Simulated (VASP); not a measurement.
# AlNi (Pm-3m) in VASP: notebook, part 2 of 2

VASP 6.6.1.

**4. Electric field gradients, PBEsol, collinear spin, ferromagnetic start (volume scaled by 0.94)**

Contents of INCAR:

```
  ALGO = Normal
  EDIFF = 1E-8
  ENCUT = 520
  GGA = PS
  ISIF = 2
  ISMEAR = -1
  ISPIN = 2
  LASPH = True
  LCHARG = False
  LEFG = True
  LMAXMIX = 4
  LORBIT = 11
  LREAL = False
  LWAVE = False
  MAGMOM = 0 1.5
  NBANDS = 18
  NELM = 150
  PREC = Accurate
  SIGMA = 0.05
```

Contents of KPOINTS:

```
k-points
0
Gamma
  13 13 13
```

Contents of POSCAR:

```
AlNi
1.0
    2.8221875792      0.0000000000      0.0000000000
    0.0000000000      2.8221875792      0.0000000000
    0.0000000000      0.0000000000      2.8221875792
Al Ni
1 1
Direct
    0.0000000000      0.0000000000      0.0000000000
    0.5000000000      0.5000000000      0.5000000000
```

Potentials or basis: VASP PAW PBE potentials, release 64 (Al, Ni).

Launch:

```console
cat potpaw_PBE.64/Al/POTCAR potpaw_PBE.64/Ni/POTCAR > POTCAR
mpirun -np 1 vasp_std > vasp.out
```

OUTCAR:

```text
EDIFF = 1E-8
   ENCUT = 520
   GGA = PS
   ISIF = 2
   ISMEAR = -1
   ISPIN = 2
   LASPH = True
   LORBIT = 11
   LREAL = False
   NELM = 150
   PREC = Accurate

 ion  position               nearest neighbor table
   1  0.000  0.000  0.000-   2 2.44   2 2.44   2 2.44   2 2.44   2 2.44   2 2.44   2 2.44   2 2.44

   2  0.500  0.500  0.500-   1 2.44   1 2.44   1 2.44   1 2.44   1 2.44   1 2.44   1 2.44   1 2.44

  LATTYP: Found a simple cubic cell.
 ALAT       =     2.8221875792

  Lattice vectors:

 A1 = (   2.8221875792,   0.0000000000,   0.0000000000)
 A2 = (   0.0000000000,   2.8221875792,   0.0000000000)
 A3 = (   0.0000000000,   0.0000000000,   2.8221875792)

Analysis of symmetry for initial positions (statically):
=====================================================================
 Subroutine PRICEL returns:
 Original cell was already a primitive cell.

 Routine SETGRP: Setting up the symmetry group for a
 simple cubic supercell.

 Subroutine GETGRP returns: Found 48 space group operations
 (whereof 48 operations were pure point group operations)
 out of a pool of 48 trial point group operations.

The static configuration has the point symmetry O_h .

Analysis of symmetry for dynamics (positions and initial velocities):
=====================================================================
 Subroutine PRICEL returns:
 Original cell was already a primitive cell.

 Routine SETGRP: Setting up the symmetry group for a
 simple cubic supercell.

 Subroutine GETGRP returns: Found 48 space group operations
 (whereof 48 operations were pure point group operations)
 out of a pool of 48 trial point group operations.

The dynamic configuration has the point symmetry O_h .

Analysis of structural, dynamic, and magnetic symmetry:
=====================================================================
 Subroutine PRICEL returns:
 Original cell was already a primitive cell.

 Routine SETGRP: Setting up the symmetry group for a
 simple cubic supercell.

 Subroutine GETGRP returns: Found 48 space group operations
 (whereof 48 operations were pure point group operations)
 out of a pool of 48 trial point group operations.

The overall configuration has the point symmetry O_h .

 Subroutine INISYM returns: Found 48 space group operations
 (whereof 48 operations are pure point group operations),
 and found     1 'primitive' translations

----------------------------------------------------------------------------------------

                                     Primitive cell

  volume of cell :      22.4780

  direct lattice vectors                    reciprocal lattice vectors
     2.822187579  0.000000000  0.000000000     0.354335058  0.000000000  0.000000000
     0.000000000  2.822187579  0.000000000     0.000000000  0.354335058  0.000000000
     0.000000000  0.000000000  2.822187579     0.000000000  0.000000000  0.354335058

  length of vectors
     2.822187579  2.822187579  2.822187579     0.354335058  0.354335058  0.354335058

  position of ions in fractional coordinates (direct lattice)
     0.000000000  0.000000000  0.000000000
     0.500000000  0.500000000  0.500000000
[... 103 lines left out ...]
   LHFCALC =     F    Hartree Fock is set to
   AEXX    =    0.0000 exact exchange contribution
   IVDW    =     0    specifies the selected vdW correction
   LEPSILON=     F    determine dielectric tensor
   LRPA    =     F    only Hartree local field effects (RPA)
 spin polarized calculation
  energy-cutoff  :      520.00
  volume of cell :       22.48
 maximum number of plane-waves:       624
 NGX is ok and might be reduce to    24
   NGX = 11   NGY = 11   NGZ = 11

 number of electron      12.9999990 magnetization      -0.0000064

 number of electron      12.9999990 magnetization       0.0000016

 Free energy of the ion-electron system (eV)
  ---------------------------------------------------
  ext. energy  EPLUGINS =         0.00000000
  ---------------------------------------------------
  free energy    TOTEN  =       -11.56957190 eV

  energy without entropy =      -11.56532598  energy(sigma->0) =      -11.56744894

 E-fermi :  10.7217     XC(G=0): -12.4698

 val. band max:       10.6794939740   @ k =   0.3846   0.2308   0.1538
 cond. band min:      10.7831856708   @ k =   0.3846   0.3077   0.1538
 fundamental gap:      0.1036916969
 Fermi energy:        10.7216987114

 spin component 1

 k-point     1 :       0.0000    0.0000    0.0000
  band No.  band energies     occupation
      1      -0.8565      1.00000
      2       7.1902      1.00000
      3       7.1902      1.00000
      4       9.0635      1.00000
      5       9.0635      1.00000
      6       9.0635      1.00000
[... 493 lines left out ...]
     17      33.5449      0.00000
     18      36.6590      0.00000

 [... further k-points ...]

 spin component 2

 k-point     1 :       0.0000    0.0000    0.0000
  band No.  band energies     occupation
      1      -0.8565      1.00000
      2       7.1902      1.00000
      3       7.1902      1.00000
      4       9.0635      1.00000
      5       9.0635      1.00000
      6       9.0635      1.00000
[... 493 lines left out ...]
     17      33.5449      0.00000
     18      36.6590      0.00000

 [... further k-points ...]
[... 5 lines left out ...]
  --------------------------------------------------------------------------------------
  -------------------------------------------------------------------------------------
  Total        1.1339213      1.1339213      1.1339213     -0.0000000      0.0000000      0.0000000
  in kB       80.8231666     80.8231666     80.8231666     -0.0000000      0.0000000      0.0000000
  external PRESSURE =      80.8231666 kB  Pullay stress =       0.0000000 kB

 VOLUME and BASIS-vectors are now :
 -----------------------------------------------------------------------------
  energy-cutoff  :      520.00
  volume of cell :       22.48
      direct lattice vectors                 reciprocal lattice vectors
     2.822187579  0.000000000  0.000000000     0.354335058  0.000000000  0.000000000
     0.000000000  2.822187579  0.000000000     0.000000000  0.354335058  0.000000000
     0.000000000  0.000000000  2.822187579     0.000000000  0.000000000  0.354335058

 POSITION                                       TOTAL-FORCE (eV/Angst)
 -----------------------------------------------------------------------------------
      0.00000      0.00000      0.00000         0.000000      0.000000      0.000000
      1.41109      1.41109      1.41109         0.000000      0.000000      0.000000
 -----------------------------------------------------------------------------------
    total drift:                                0.000000      0.000000     -0.000000

  FREE ENERGIE OF THE ION-ELECTRON SYSTEM (eV)
  ---------------------------------------------------
  free  energy   TOTEN  =       -11.5695718971 eV

  energy  without entropy=      -11.5653259761  energy(sigma->0) =      -11.56744894

 Electric field gradients (V/A^2)
---------------------------------------------------------------------
 ion       V_xx      V_yy      V_zz      V_xy      V_xz      V_yz
---------------------------------------------------------------------
   1      -0.000    -0.000    -0.000    -0.000    -0.000    -0.000
   2      -0.000    -0.000     0.000    -0.000    -0.000     0.000
---------------------------------------------------------------------

 Electric field gradients after diagonalization (V/A^2)
 (convention: |V_zz| > |V_xx| > |V_yy|)
----------------------------------------------------------------------
 ion       V_xx      V_yy      V_zz     asymmetry (V_yy - V_xx)/ V_zz
----------------------------------------------------------------------
   1      -0.000    -0.000    -0.000      -0.169
   2      -0.000    -0.000     0.000       0.134
----------------------------------------------------------------------

           NMR quadrupolar parameters

 Cq : quadrupolar parameter    Cq=e*Q*V_zz/h
 eta: asymmetry parameters     (V_yy - V_xx)/ V_zz
 Q  : nuclear electric quadrupole moment in mb (millibarn)
----------------------------------------------------------------------
 ion       Cq(MHz)       eta       Q (mb)
----------------------------------------------------------------------
   1      -0.000      -0.169       1.000
   2       0.000       0.134       1.000
----------------------------------------------------------------------

 total charge

# of ion       s       p       d       tot
------------------------------------------
    1        0.389   0.441   0.000   0.830
    2        0.506   0.576   8.510   9.592
--------------------------------------------------
tot          0.895   1.017   8.510  10.423

 magnetization (x)

# of ion       s       p       d       tot
------------------------------------------
    1        0.000   0.000   0.000   0.000
    2       -0.000  -0.000   0.000   0.000
--------------------------------------------------
tot         -0.000   0.000   0.000   0.000
```

OSZICAR:

```text
N       E                     dE             d eps       ncg     rms          rms(c)
DAV:   1     0.463907366063E+02    0.46391E+02   -0.50527E+03  6194   0.774E+02
DAV:   2    -0.103456767499E+02   -0.56736E+02   -0.49886E+02  6578   0.166E+02
DAV:   3    -0.130851406203E+02   -0.27395E+01   -0.26890E+01  7338   0.375E+01
DAV:   4    -0.131191266676E+02   -0.33986E-01   -0.33956E-01  6952   0.370E+00
DAV:   5    -0.131198342594E+02   -0.70759E-03   -0.70753E-03  7114   0.576E-01    0.144E+01
DAV:   6    -0.154019498246E+02   -0.22821E+01   -0.45675E+01  6914   0.824E+01    0.171E+01
DAV:   7    -0.115968283061E+02    0.38051E+01   -0.13676E+01  6964   0.476E+01    0.181E+00
DAV:   8    -0.115846033227E+02    0.12225E-01   -0.32931E-01  7826   0.553E+00    0.111E+00
DAV:   9    -0.115700237777E+02    0.14580E-01   -0.31033E-02  7564   0.170E+00    0.617E-01
DAV:  10    -0.115697410786E+02    0.28270E-03   -0.12777E-03  7872   0.316E-01    0.186E-01
DAV:  11    -0.115695464459E+02    0.19463E-03   -0.68950E-04  7908   0.228E-01    0.859E-02
DAV:  12    -0.115695773033E+02   -0.30857E-04   -0.89493E-05  7942   0.908E-02    0.471E-02
DAV:  13    -0.115695724515E+02    0.48518E-05   -0.16309E-05  7962   0.471E-02    0.125E-02
DAV:  14    -0.115695719845E+02    0.46704E-06   -0.13234E-06  8834   0.116E-02    0.490E-03
DAV:  15    -0.115695719296E+02    0.54894E-07   -0.11217E-07  7302   0.314E-03    0.197E-03
DAV:  16    -0.115695719001E+02    0.29492E-07   -0.10904E-08  3688   0.122E-03    0.548E-04
DAV:  17    -0.115695718971E+02    0.30404E-08   -0.90232E-10  3308   0.238E-04
   1 F= -.11569572E+02 E0= -.11567449E+02  d E =-.424592E-02  mag=    -0.0000
```

stdout:

```text
POSCAR found type information on POSCAR AlNi
 POSCAR found :  2 types and       2 ions
 scaLAPACK will be used
 -----------------------------------------------------------------------------
|                                                                             |
|                                                                             |
|     You enforced a specific xc type in the INCAR file but a different       |
|     I HOPE YOU KNOW WHAT YOU ARE DOING!                                     |
|                                                                             |
 -----------------------------------------------------------------------------

 LDA part: xc-table for (Slater+PW92), standard interpolation
 POSCAR, INCAR and KPOINTS ok, starting setup
 FFT: planning ... GRIDC
 FFT: planning ... GRID_SOFT
 FFT: planning ... GRID
 WAVECAR not read
 entering main loop
ion   1

ion   2
```

Run time: 31 s. Hardware: 1 thread of Intel Xeon Platinum 8559C (Emerald Rapids), shared host; peak memory 0.18 GiB.

Results:

```yaml
Free_energy: -11.5696 eV
Pressure: 8.1 GPa
Net_moment: 0.00 μB per cell
Valence_electrons_inside_the_program's_atomic_spheres: Al 0.83; Ni 9.59
```

Levels at points of the mesh, in eV from the Fermi level:
Spin up:
```csv
k point,band 4,band 5,band 6,band 7,band 8,band 9
"(0.00, 0.00, 0.00)",-1.66,-1.66,-1.66,5.78,5.78,5.78
```
Spin down:
```csv
k point,band 4,band 5,band 6,band 7,band 8,band 9
"(0.00, 0.00, 0.00)",-1.66,-1.66,-1.66,5.78,5.78,5.78
```

Caveat: the starting moments collapsed, and a magnetic state may lie lower; without QUAD_EFG the Cq values of the log hold for a quadrupole moment of 1 mb, not for the nuclei; the PAW data sets were made with another functional, which shifts forces and pressure a little.
